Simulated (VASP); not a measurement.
# SiMo3 (Pmmm) in VASP: a series of runs

The runs below take SiMo3 through single point, with PBE.

All numbers are computed with VASP 6.6.1; they aren't measurements. Logs are shortened: lines on timing, memory, paths and dates and some standing lists are left out, and cuts for length are marked.

### 1 The cell of the first run

The structure is orthorhombic, space group Pmmm (No. 47). Conventional cell: a = 4.906 Å, b = 4.906 Å, c = 4.906 Å, α = 90.00°, β = 90.00°, γ = 90.00°. Within 3.5 Å of Si (site symmetry mmm) lie 12 Mo at 2.68 to 2.78 Å. Within 3.6 Å of Si (site symmetry mmm) lie 12 Mo at 2.71 to 2.81 Å. Within 3.0 Å of Mo (site symmetry 2mm) lie 2 Mo at 2.30 to 2.60 Å and 4 Si at 2.71 to 2.78 Å. Within 3.0 Å of Mo (site symmetry m2m) lie 6 Mo at 2.30 to 2.92 Å and 4 Si at 2.71 to 2.78 Å. Within 2.8 Å of Mo (site symmetry mm2) lie 2 Mo at 2.15 to 2.75 Å and 2 Si at 2.68 Å.

### 2 Single point, PBE (mode 17 (280.1 1/cm) frozen in, largest displacement -0.150 Å)

File INCAR:

```
PREC     = Accurate       # precision mode
ENCUT    = 520            # plane-wave cutoff, eV
EDIFF    = 1E-6           # SCF threshold, eV
ISMEAR   = 0              # smearing method
SIGMA    = 0.15           # smearing width, eV
LREAL    = F              # projectors in reciprocal space
LASPH    = T              # aspherical terms in the spheres
NELM     = 100            # most SCF steps
ALGO     = Fast           # electronic algorithm
ISIF     = 2              # what is computed and relaxed
LWAVE    = F              # write WAVECAR
LCHARG   = F              # write CHGCAR
GGA      = PE             # functional
NBANDS   = 56             # bands
```

File KPOINTS:

```
Automatic mesh
0
Gamma
  8 8 8
```

File POSCAR:

```
SiMo3
1.0
    4.9064535172      0.0000000000      0.0000000000
    0.0000000000      4.9064535172      0.0000000000
    0.0000000000      0.0000000000      4.9064535172
Si Mo
2 6
Direct
    0.0000000000      0.0000000000      0.0000000000
    0.5000000000      0.5000000000      0.5000000000
    0.2652859901      0.0000000000      0.5000000000
    0.5000000000      0.7347140099      0.0000000000
    0.7347140099      0.0000000000      0.5000000000
    0.5000000000      0.2652859901      0.0000000000
    0.0000000000      0.5000000000      0.7805719802
    0.0000000000      0.5000000000      0.2194280198
```

Potentials or basis: VASP PAW PBE potentials, release 64 (Si, Mo_sv).

Command:

```console
$ cat potpaw_PBE.64/Si/POTCAR potpaw_PBE.64/Mo_sv/POTCAR > POTCAR
$ mpirun -np 1 vasp_std > vasp.out
```

OUTCAR:

```text
PREC = Accurate
   ENCUT = 520
   EDIFF = 1E-6
   ISMEAR = 0
   LREAL = F
   LASPH = T
   NELM = 100
   ISIF = 2
   GGA = PE

 ion  position               nearest neighbor table
   1  0.000  0.000  0.000-   7 2.68   8 2.68   7 2.68   8 2.68   3 2.78   4 2.78   3 2.78   5 2.78
                             5 2.78   6 2.78   4 2.78   6 2.78
   2  0.500  0.500  0.500-   3 2.71   4 2.71   5 2.71   6 2.71   4 2.71   6 2.71   3 2.71   5 2.71
                             7 2.81   8 2.81   7 2.81   8 2.81
   3  0.265  0.000  0.500-   5 2.30   5 2.60   2 2.71   2 2.71   1 2.78   1 2.78   4 3.01   6 3.01
                             6 3.01   4 3.01   8 3.10   7 3.10   8 3.10   7 3.10
   4  0.500  0.735  0.000-   6 2.30   6 2.60   2 2.71   2 2.71   1 2.78   1 2.78   7 2.92   8 2.92
                             7 2.92   8 2.92   5 3.01   3 3.01   5 3.01   3 3.01
   5  0.735  0.000  0.500-   3 2.30   3 2.60   2 2.71   2 2.71   1 2.78   1 2.78   4 3.01   4 3.01
                             6 3.01   6 3.01   7 3.10   8 3.10   7 3.10   8 3.10
   6  0.500  0.265  0.000-   4 2.30   4 2.60   2 2.71   2 2.71   1 2.78   1 2.78   8 2.92   7 2.92
                             7 2.92   8 2.92   5 3.01   3 3.01   3 3.01   5 3.01
   7  0.000  0.500  0.781-   8 2.15   1 2.68   1 2.68   8 2.75   2 2.81   2 2.81   4 2.92   6 2.92
                             4 2.92   6 2.92   5 3.10   3 3.10   5 3.10   3 3.10
   8  0.000  0.500  0.219-   7 2.15   1 2.68   1 2.68   7 2.75   2 2.81   2 2.81   6 2.92   4 2.92
                             4 2.92   6 2.92   5 3.10   5 3.10   3 3.10   3 3.10

  LATTYP: Found a simple cubic cell.
 ALAT       =     4.9064535172

  Lattice vectors:

 A1 = (   4.9064535172,   0.0000000000,   0.0000000000)
 A2 = (   0.0000000000,   4.9064535172,   0.0000000000)
 A3 = (   0.0000000000,   0.0000000000,   4.9064535172)

Analysis of symmetry for initial positions (statically):
=====================================================================
 Subroutine PRICEL returns:
 Original cell was already a primitive cell.

 Routine SETGRP: Setting up the symmetry group for a
 simple cubic supercell.

 Subroutine GETGRP returns: Found  8 space group operations
 (whereof  8 operations were pure point group operations)
 out of a pool of 48 trial point group operations.

The static configuration has the point symmetry D_2h.

Analysis of symmetry for dynamics (positions and initial velocities):
=====================================================================
 Subroutine PRICEL returns:
 Original cell was already a primitive cell.

 Routine SETGRP: Setting up the symmetry group for a
 simple cubic supercell.

 Subroutine GETGRP returns: Found  8 space group operations
 (whereof  8 operations were pure point group operations)
 out of a pool of 48 trial point group operations.

The dynamic configuration has the point symmetry D_2h.

 Subroutine INISYM returns: Found  8 space group operations
 (whereof  8 operations are pure point group operations),
 and found     1 'primitive' translations

----------------------------------------------------------------------------------------

                                     Primitive cell

  volume of cell :     118.1145

  direct lattice vectors                    reciprocal lattice vectors
     4.906453517  0.000000000  0.000000000     0.203813202  0.000000000  0.000000000
     0.000000000  4.906453517  0.000000000     0.000000000  0.203813202  0.000000000
     0.000000000  0.000000000  4.906453517     0.000000000  0.000000000  0.203813202

  length of vectors
     4.906453517  4.906453517  4.906453517     0.203813202  0.203813202  0.203813202

  position of ions in fractional coordinates (direct lattice)
     0.000000000  0.000000000  0.000000000
     0.500000000  0.500000000  0.500000000
     0.265285990  0.000000000  0.500000000
     0.500000000  0.734714010  0.000000000
     0.734714010  0.000000000  0.500000000
     0.500000000  0.265285990  0.000000000
     0.000000000  0.500000000  0.780571980
     0.000000000  0.500000000  0.219428020

  ion indices of the primitive-cell ions
   primitive index   ion index
                 1           1
                 2           2
                 3           3
                 4           4
                 5           5
                 6           6
                 7           7
                 8           8

----------------------------------------------------------------------------------------

 KPOINTS: Automatic mesh

Automatic generation of k-mesh.
 Grid dimensions read from file:
 generate k-points for:    8    8    8

 Generating k-lattice:

  Cartesian coordinates                     Fractional coordinates (reciprocal lattice)
     0.025476650  0.000000000  0.000000000     0.125000000  0.000000000  0.000000000
     0.000000000  0.025476650  0.000000000     0.000000000  0.125000000  0.000000000
     0.000000000  0.000000000  0.025476650     0.000000000  0.000000000  0.125000000

  Length of vectors
     0.025476650  0.025476650  0.025476650

  Shift w.r.t. Gamma in fractional coordinates (k-lattice)
     0.000000000  0.000000000  0.000000000

 Subroutine IBZKPT returns following result:
 ===========================================

 Found    125 irreducible k-points:

 Following reciprocal coordinates:
            Coordinates               Weight
  0.000000  0.000000  0.000000      1.000000
  0.125000  0.000000  0.000000      2.000000
  0.000000  0.125000  0.000000      2.000000
  0.000000  0.000000  0.125000      2.000000
  0.250000  0.000000  0.000000      2.000000
  0.000000  0.250000  0.000000      2.000000
[... 16 lines left out ...]
  0.375000  0.125000  0.000000      4.000000
  0.000000  0.375000  0.125000      4.000000
 [... further k-points ...]
   k-points           NKPTS =    125   k-points in BZ     NKDIM =    125   number of bands    NBANDS=     56
   number of dos      NEDOS =    301   number of ions     NIONS =      8
   total plane-waves  NPLWV =  46656
   dimension x,y,z NGX =    36 NGY =   36 NGZ =   36
   dimension x,y,z NGXF=    72 NGYF=   72 NGZF=   72
   ions per type =               2   6
   NGX,Y,Z   is equivalent  to a cutoff of  12.20, 12.20, 12.20 a.u.
   NGXF,Y,Z  is equivalent  to a cutoff of  24.40, 24.40, 24.40 a.u.
 SYSTEM =  unknown system
   PREC   = accura    normal or accurate (medium, high low for compatibility)
   ISTART =      0    job   : 0-new  1-cont  2-samecut
   ICHARG =      2    charge: 1-file 2-atom 10-const
   ISPIN  =      1    spin polarized calculation?
   LNONCOLLINEAR =      F non collinear calculations
   LSORBIT =      F    spin-orbit coupling
   LASPH  =      T    aspherical Exc in radial PAW
   ENCUT  =  520.0 eV  38.22 Ry    6.18 a.u.   9.12  9.12  9.12*2*pi/ulx,y,z
   NELM   =    100;   NELMIN=  2; NELMDL= -5     # of ELM steps
   EDIFF  = 0.1E-05   stopping-criterion for ELM
   LREAL  =      F    real-space projection
   EDIFFG = 0.1E-04   stopping-criterion for IOM
   NSW    =      0    number of steps for IOM
   IBRION =     -1    ionic relax: 0-MD 1-quasi-New 2-CG
   NFREE  =      0    steps in history (QN), initial steepest desc. (CG)
   ISIF   =      2    stress and relaxation
   ISYM   =      2    0-nonsym 1-usesym 2-fastsym
   POTIM  = 0.5000    time-step for ionic-motion
   TEBEG  =    0.0;   TEEND  =   0.0 temperature during run
   PSTRESS=    0.0 pullay stress
   NELECT =      92.0000    total number of electrons
   NUPDOWN=      -1.0000    fix difference up-down
   EMIN   =  10.00;   EMAX   =-10.00  energy-range for DOS
   EFERMI =   0.00;   METHOD = LEGACY
   ISMEAR =     0;   SIGMA  =   0.15  broadening in eV -4-tet -1-fermi 0-gaus
   EFERMI_NEDOS =   21; number of points for ismear=-14 and -15
   IALGO  =     68    algorithm
   IMIX   =      4    mixing-type and parameters
     AMIX     =   0.40;   BMIX     =  1.00
     AMIX_MAG =   1.60;   BMIX_MAG =  1.00
  volume/ion in A,a.u.               =      14.76        99.63
  Fermi-wavevector in a.u.,A,eV,Ry     =   1.506271  2.846439 30.869606  2.268852
  Thomas-Fermi vector in A             =   2.617010
   LORBIT       =      0    0 simple, 1 ext, 2 COOP (PROOUT), +10 PAW based schemes
   GGA     = PE    functional components
   LHFCALC =     F    Hartree Fock is set to
   AEXX    =    0.0000 exact exchange contribution
   IVDW    =     0    specifies the selected vdW correction
   LEPSILON=     F    determine dielectric tensor
   LRPA    =     F    only Hartree local field effects (RPA)
 non-spin polarized calculation
 RMM-DIIS sequential band-by-band and
 Gauss-broadening in eV      SIGMA  =   0.15
  energy-cutoff  :      520.00
  volume of cell :      118.11
 maximum number of plane-waves:      3197
   NGX = 19   NGY = 19   NGZ = 19

 number of electron      91.9999977 magnetization

 Free energy of the ion-electron system (eV)
  ---------------------------------------------------
  ext. energy  EPLUGINS =         0.00000000
  ---------------------------------------------------
  free energy    TOTEN  =       -77.87335836 eV

  energy without entropy =      -77.83101158  energy(sigma->0) =      -77.85218497

 E-fermi :  12.5927     XC(G=0): -13.0279

 val. band max:       12.5924243698   @ k =   0.0000   0.3750   0.2500
 cond. band min:      12.6046153439   @ k =   0.5000   0.2500   0.0000
 fundamental gap:      0.0121909741
 Fermi energy:        12.5926518965

 k-point     1 :       0.0000    0.0000    0.0000
  band No.  band energies     occupation
      1     -48.7685      2.00000
      2     -48.6170      2.00000
      3     -48.5558      2.00000
      4     -48.1794      2.00000
      5     -48.1588      2.00000
      6     -48.0600      2.00000
[... 48 lines left out ...]
     55      15.4791      0.00000
     56      15.5859      0.00000

 k-point     2 :       0.1250    0.0000    0.0000
  band No.  band energies     occupation
      1     -48.7653      2.00000
      2     -48.6119      2.00000
      3     -48.5538      2.00000
      4     -48.1908      2.00000
      5     -48.1588      2.00000
      6     -48.0600      2.00000
[... 1291 lines left out ...]
  band No.  band energies     occupation
      1     -48.7513      2.00000
      2     -48.6116      2.00000
      3     -48.5016      2.00000
      4     -48.2355      2.00000
      5     -48.1794      2.00000
      6     -48.0673      2.00000
[... 48 lines left out ...]
     55      15.3269      0.00000
     56      15.3792      0.00000

 [... further k-points ...]

------------------------ aborting loop because EDIFF is reached ----------------------------------------

  FORCE on cell =-STRESS in cart. coord.  units (eV):
  Direction    XX          YY          ZZ          XY          YZ          ZX
  --------------------------------------------------------------------------------------
  -------------------------------------------------------------------------------------
  Total        4.6620863      3.6126825      6.6230278     -0.0000000      0.0000000      0.0000000
  in kB       63.2394115     49.0046528     89.8388320     -0.0000000      0.0000000      0.0000000
  external PRESSURE =      67.3609655 kB  Pullay stress =       0.0000000 kB

 VOLUME and BASIS-vectors are now :
 -----------------------------------------------------------------------------
  energy-cutoff  :      520.00
  volume of cell :      118.11
      direct lattice vectors                 reciprocal lattice vectors
     4.906453517  0.000000000  0.000000000     0.203813202  0.000000000  0.000000000
     0.000000000  4.906453517  0.000000000     0.000000000  0.203813202  0.000000000
     0.000000000  0.000000000  4.906453517     0.000000000  0.000000000  0.203813202

 POSITION                                       TOTAL-FORCE (eV/Angst)
 -----------------------------------------------------------------------------------
      0.00000      0.00000      0.00000         0.000000     -0.000000      0.000000
      2.45323      2.45323      2.45323         0.000000     -0.000000      0.000000
      1.30161      0.00000      2.45323        -2.163053      0.000000     -0.000000
      2.45323      3.60484      0.00000         0.000000      2.701148      0.000000
      3.60484      0.00000      2.45323         2.163053     -0.000000      0.000000
      2.45323      1.30161      0.00000         0.000000     -2.701148      0.000000
      0.00000      2.45323      3.82984         0.000000     -0.000000     -5.786961
      0.00000      2.45323      1.07661         0.000000     -0.000000      5.786961
 -----------------------------------------------------------------------------------
    total drift:                                0.000000      0.000000     -0.000000

  FREE ENERGIE OF THE ION-ELECTRON SYSTEM (eV)
  ---------------------------------------------------
  free  energy   TOTEN  =       -77.8733583601 eV

  energy  without entropy=      -77.8310115768  energy(sigma->0) =      -77.85218497
```

Wall time 6 min (1 thread of Intel Xeon 6975P-C (Granite Rapids), shared host); peak memory 0.62 GiB.

What came out:

- Free energy: -77.8734 eV
- Pressure: 6.7 GPa
- Largest force: 5.787 eV/Å
- Band gap on the k mesh: zero (band 46 reaches 13.77 eV, above the bottom of band 47 at 11.63 eV)

Forces on the atoms (eV/Å):
```
Si   0.000  0.000  0.000
Si   0.000  0.000  0.000
Mo  -2.163  0.000  0.000
Mo   0.000  2.701  0.000
Mo   2.163  0.000  0.000
Mo   0.000 -2.701  0.000
Mo   0.000  0.000 -5.787
Mo   0.000  0.000  5.787
```

Stress tensor (GPa, compression positive):
```
6.32 0.00 0.00
0.00 4.90 0.00
0.00 0.00 8.98
```

Levels at points of the mesh, in eV from the Fermi level:
```tsv
k point	band 43	band 44	band 45	band 46	band 47	band 48	band 49	band 50
(0.00, 0.00, 0.00)	-2.14	-1.25	1.02	1.18	1.26	1.94	2.17	2.53
(0.50, 0.00, 0.00)	-1.50	-1.29	-0.09	0.56	0.76	0.92	1.30	1.38
(0.00, 0.50, 0.00)	-2.02	-1.67	-0.28	0.63	0.68	0.93	1.01	1.58
(0.00, 0.00, 0.50)	-1.86	-1.31	-0.62	0.43	0.50	0.95	1.17	1.39
(0.50, 0.50, 0.00)	-0.99	-0.70	-0.68	-0.62	-0.59	-0.53	-0.05	0.63
(0.00, 0.50, 0.50)	-0.75	-0.67	-0.67	-0.58	-0.49	-0.37	-0.36	-0.23
(0.50, 0.00, 0.50)	-1.08	-1.04	-0.87	-0.86	-0.74	-0.46	0.51	0.79
(0.50, 0.50, 0.50)	-1.13	-1.10	-1.06	-1.02	-0.96	-0.91	0.42	0.76
```

Caveat: the cell differs from its parent crystal (mode 17 (280.1 1/cm) frozen in, largest displacement -0.150 Å); forces of over 1 eV/Å act on the atoms, so gaps and moduli don't describe the material at rest.

### 3 Single point, PBE (mode 17 (280.1 1/cm) frozen in, largest displacement -0.300 Å)

File INCAR:

```
SYSTEM = SiMo3
PREC = Accurate ; ENCUT = 520
EDIFF = 1E-7 ; ISMEAR = 0
SIGMA = 0.15 ; LREAL = .False.
LASPH = .True. ; NELM = 80
ALGO = Fast ; ISIF = 2
LWAVE = .False. ; LCHARG = .False.
GGA = PE ; NBANDS = 56
```

File KPOINTS:

```
regular mesh
0
Gamma
  8 8 8
  0 0 0
```

File POSCAR:

```
SiMo3
1.0
    4.9064535172      0.0000000000      0.0000000000
    0.0000000000      4.9064535172      0.0000000000
    0.0000000000      0.0000000000      4.9064535172
Si Mo
2 6
Direct
    0.0000000000      0.0000000000      0.0000000000
    0.5000000000      0.5000000000      0.5000000000
    0.2805719802      0.0000000000      0.5000000000
    0.5000000000      0.7194280198      0.0000000000
    0.7194280198      0.0000000000      0.5000000000
    0.5000000000      0.2805719802      0.0000000000
    0.0000000000      0.5000000000      0.8111439605
    0.0000000000      0.5000000000      0.1888560395
```

Potentials or basis: VASP PAW PBE potentials, release 64 (Si, Mo_sv).

Command:

```console
$ cat potpaw_PBE.64/Si/POTCAR potpaw_PBE.64/Mo_sv/POTCAR > POTCAR
$ mpirun -np 1 vasp_std > vasp.out
```

Run time: 8.6 min. Hardware: 1 thread of Intel Xeon Platinum 8488C (Sapphire Rapids), shared host; peak memory 0.62 GiB.

Results (log left out):

```
Free energy            : -73.4468 eV
Pressure               : 26.8 GPa
Largest force          : 18.341 eV/Å
Band gap on the k mesh : zero (band 46 reaches 13.34 eV, above the bottom of band 47 at 11.81 eV)
```

Forces on the atoms (eV/Å):
```
Si    0.000   0.000   0.000
Si    0.000   0.000   0.000
Mo   -4.882   0.000   0.000
Mo    0.000   5.692   0.000
Mo    4.882   0.000   0.000
Mo    0.000  -5.692   0.000
Mo    0.000   0.000 -18.341
Mo    0.000   0.000  18.341
```

Stress tensor (GPa, compression positive):
```
24.63  0.00  0.00
 0.00 17.49  0.00
 0.00  0.00 38.23
```

Levels at points of the mesh, in eV from the Fermi level:
```tsv
k point	band 43	band 44	band 45	band 46	band 47	band 48	band 49	band 50
(0.00, 0.00, 0.00)	-2.15	-1.18	0.63	0.90	1.46	2.17	2.29	2.88
(0.50, 0.00, 0.00)	-1.14	-0.83	-0.42	0.45	0.55	0.91	1.50	2.06
(0.00, 0.50, 0.00)	-1.62	-1.48	-0.58	0.42	0.85	0.90	1.26	1.86
(0.00, 0.00, 0.50)	-1.52	-0.83	-0.70	-0.33	-0.21	1.01	1.68	2.00
(0.50, 0.50, 0.00)	-0.70	-0.57	-0.33	-0.18	-0.12	-0.03	0.39	1.05
(0.00, 0.50, 0.50)	-0.75	-0.46	-0.34	-0.16	-0.07	0.10	0.15	0.67
(0.50, 0.00, 0.50)	-0.91	-0.81	-0.68	-0.49	-0.43	0.12	1.07	1.14
(0.50, 0.50, 0.50)	-0.89	-0.80	-0.61	-0.39	-0.21	0.00	0.12	0.26
```

Caveat: the cell differs from its parent crystal (mode 17 (280.1 1/cm) frozen in, largest displacement -0.300 Å); forces of over 1 eV/Å act on the atoms, so gaps and moduli don't describe the material at rest.
